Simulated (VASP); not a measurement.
## Pt: single point with PBEsol

Pt:

```xyz
2
Lattice="2.8524 0.0000 0.0000 -1.4262 2.4703 0.0000 0.0000 0.0000 4.7069" Properties=species:S:1:pos:R:3 pbc="T T T"
Pt    1.4262    0.8234    3.5302
Pt    0.0000    1.6468    1.1767
```

This isn't the form of Pt at room conditions, which is fcc.

```
Program             : VASP 6.6.1
Task                : single point
Functional          : PBEsol
Potentials or basis : VASP PAW PBE potentials, release 64 (Pt)
Cutoff              : 520 eV
k mesh              : 18 × 18 × 10
Occupations         : gaussian, width 0.15 eV
Spin                : no spin polarisation
```

* Pressure: -20.6 GPa
* Band gap on the k mesh: zero (bands 10 and 11 overlap by 1.08 eV)

Stress tensor (GPa, compression positive):
```
-22.55   0.00   0.00
  0.00 -22.55   0.00
  0.00   0.00 -16.58
```

Levels at points of the mesh, in eV from the Fermi level:
```tsv
k point	band 6	band 7	band 8	band 9	band 10	band 11	band 12	band 13	band 14	band 15
(0.00, 0.00, 0.00)	-2.72	-2.72	-1.98	-1.98	-0.24	-0.24	-0.23	4.95	14.88	16.45
(0.50, 0.00, 0.00)	-2.58	-2.57	0.05	0.13	0.30	2.04	3.31	7.18	8.88	9.19
(0.00, 0.00, 0.50)	-3.20	-3.20	-3.20	-0.79	-0.79	-0.79	-0.79	12.58	12.58	15.30
(0.50, 0.00, 0.50)	-1.82	-0.78	-0.78	0.20	0.20	1.66	1.66	5.88	5.88	14.54
```

It took 31 s on 1 thread of Intel(R) Xeon(R) 6975P-C (Granite Rapids), on a shared host, peak memory 0.23 GiB.

Caveat: the cell stands under tension; the PAW data sets were made with another functional, which shifts forces and pressure a little; spin-orbit coupling is left out, which moves the levels of the heavy elements.
